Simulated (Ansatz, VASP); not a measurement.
**BaF2 in VASP and in Ansatz**

File INCAR:

```
SYSTEM = BaF2
ALGO = Normal
EDIFF = 1E-8
ENCUT = 520
GGA_COMPAT = .False.
ISIF = 2
ISMEAR = -1
LASPH = .True.
LCHARG = .False.
LEFG = .True.
LREAL = .False.
LWAVE = .False.
NBANDS = 19
NELM = 120
PREC = Accurate
SIGMA = 0.01
```

Contents of KPOINTS:

```
k-points
0
Gamma
  8 8 8
  0 0 0
```

Contents of POSCAR:

```
BaF2
1.0
    0.0000000000      3.1408448098      3.1408448098
    3.1408448098      0.0000000000      3.1408448098
    3.1408448098      3.1408448098      0.0000000000
Ba F
1 2
Direct
    0.0000000000      0.0000000000      0.0000000000
    0.2500000000      0.2500000000      0.2500000000
    0.7500000000      0.7500000000      0.7500000000
```

Input for Ansatz:

```yaml
crystal:
  lattice:
    - [0.0, 3.1408448098, 3.1408448098]
    - [3.1408448098, 0.0, 3.1408448098]
    - [3.1408448098, 3.1408448098, 0.0]
  atoms:
    - { symbol: Ba, position: [0.0, 0.0, 0.0] }
    - { symbol: F, position: [0.25, 0.25, 0.25] }
    - { symbol: F, position: [0.75, 0.75, 0.75] }
kpoints:
  mp_grid: { grid: [8, 8, 8] }
scf:
  occupations: { method: fermi_dirac, width: 0.01 }
hamiltonian:
  xc: lda
  pseudopotentials: { kind: all_electron, datasets: crystal }
output:
  forces: true
  stress: true
  eigenvalues: true
  efg: { contact_densities: true }
```

Change from the starting cell: volume scaled by 1.04, crystal datasets.

Alike in both runs: task electric field gradients; functional LDA; k mesh 8 × 8 × 8; occupations fermi-dirac, width 0.01 eV; no spin polarisation.

|  | VASP | Ansatz |
| --- | --- | --- |
| version | VASP 6.6.1 | Ansatz 0.2.0 |
| potentials or method | VASP PAW LDA potentials, release 64 (Ba_sv, F), cutoff 520 eV | all-electron PAW with datasets made for the crystal, scalar-relativistic |

```csv
,VASP,Ansatz,Ansatz less VASP
gap on the k mesh at the Fermi level (eV),6.23,6.28,+0.053
pressure (GPa),-5.3,-6.3,-0.99
```

LDA's correlation is that of Perdew and Zunger in VASP and of Perdew and Wang (1992) in Ansatz. Ansatz ran all-electron here, and VASP with PAW potentials.

Spin-orbit coupling is off throughout.
